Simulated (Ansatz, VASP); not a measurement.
# Two plane-wave programs on SrTiO3

```
CELL_PARAMETERS angstrom
3.90685 0.00000 0.00000
0.00000 3.90685 0.00000
0.00000 0.00000 3.86778
ATOMIC_POSITIONS crystal
Sr 0.00000 0.00000 0.00000
Ti 0.50000 0.50000 0.50000
O 0.50000 0.50000 0.00000
O 0.50000 0.00000 0.50000
O 0.00000 0.50000 0.50000
```

Change from the starting cell: uniaxial_z strain -1.0%.

Alike in both runs: task single point; functional r2SCAN; k mesh 6 × 6 × 6; no spin polarisation.

|  | VASP | Ansatz |
| --- | --- | --- |
| version | VASP 6.6.1 | Ansatz 0.2.0 |
| potentials or method | VASP PAW PBE potentials, release 64 (Sr_sv, Ti_sv, O) | plane waves, PAW |
| plane-wave cutoff (eV) | 520 | 500 |
| occupations | gaussian, width 0.01 eV | fixed |
| valence electrons in the cell | 40 | 40 |

Ansatz gave:

```
gap on the k mesh at the Fermi level (eV)                     : 2.26
pressure (GPa)                                                : 2.0
traceless stress, the component that is largest in VASP (GPa) : 1.74
```

Q: Which values does VASP return?

A: gap on the k mesh at the Fermi level (eV): 2.28; pressure (GPa): 2.9; traceless stress, the component that is largest in VASP (GPa): 1.78.

VASP's potentials were made for PBE, not for r2SCAN.
